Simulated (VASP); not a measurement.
Set up this calculation in VASP 6.6.1, as the native input.

```yaml
Task: single point
Functional: PBEsol
Potentials_or_basis: VASP PAW PBE potentials, release 64 (Sr_sv, Sn_d, N)
Cutoff: 520 eV
k_mesh: 6 × 6 × 2
Occupations: fermi-dirac, width 0.03 eV
Spin: no spin polarisation
Dipole_correction: no
Further_INCAR_settings: ALGO = Normal; EDIFF = 1e-06; NBANDS = 59
```

The structure of SrSn2N2 lies in POSCAR:

```
SrSn2N2
1.0
    3.4145842113      0.0000000025      0.0000000000
   -1.7072921078      2.9571166691      0.0000000000
    0.0000000000      0.0000000000     20.3401110471
Sr Sn N
2 4 4
Direct
    0.0000000000      0.0000000000      0.0000000000
    0.0000000000      0.0000000000      0.5000000000
    0.6666666667      0.3333333333      0.8578698479
    0.3333333333      0.6666666667      0.1421301521
    0.3333333333      0.6666666667      0.3578698479
    0.6666666667      0.3333333333      0.6421301521
    0.6666666667      0.3333333333      0.4180629843
    0.3333333333      0.6666666667      0.5819370157
    0.3333333333      0.6666666667      0.9180629843
    0.6666666667      0.3333333333      0.0819370157
```

These files were run (other wordings do the same):

INCAR

```
SYSTEM = SrSn2N2
ALGO = Normal
EDIFF = 1E-6
ENCUT = 520
GGA = PS
ISIF = 2
ISMEAR = -1
LASPH = .TRUE.
LCHARG = .FALSE.
LREAL = .FALSE.
LWAVE = .FALSE.
NBANDS = 59
NELM = 100
PREC = Accurate
SIGMA = 0.03
```

KPOINTS

```
k-points
0
G
  6 6 2
  0 0 0
```

Potentials or basis: VASP PAW PBE potentials, release 64 (Sr_sv, Sn_d, N).

Command:

```console
$ cat potpaw_PBE.64/Sr_sv/POTCAR potpaw_PBE.64/Sn_d/POTCAR potpaw_PBE.64/N/POTCAR > POTCAR
$ mpirun -np 1 vasp_std > vasp.out
```

It gave:

The pressure is 0.3 GPa, the largest force is 0.048 eV/Å and the band gap on the k mesh is 1.22 eV.

Caveat: the PAW data sets were made with another functional, which shifts forces and pressure a little; spin-orbit coupling is left out, which moves the levels of the heavy elements.

It took 3.6 min on 1 thread of AMD EPYC 7R13 Processor (Zen 3), with other jobs on the host, peak memory 0.4 GiB.
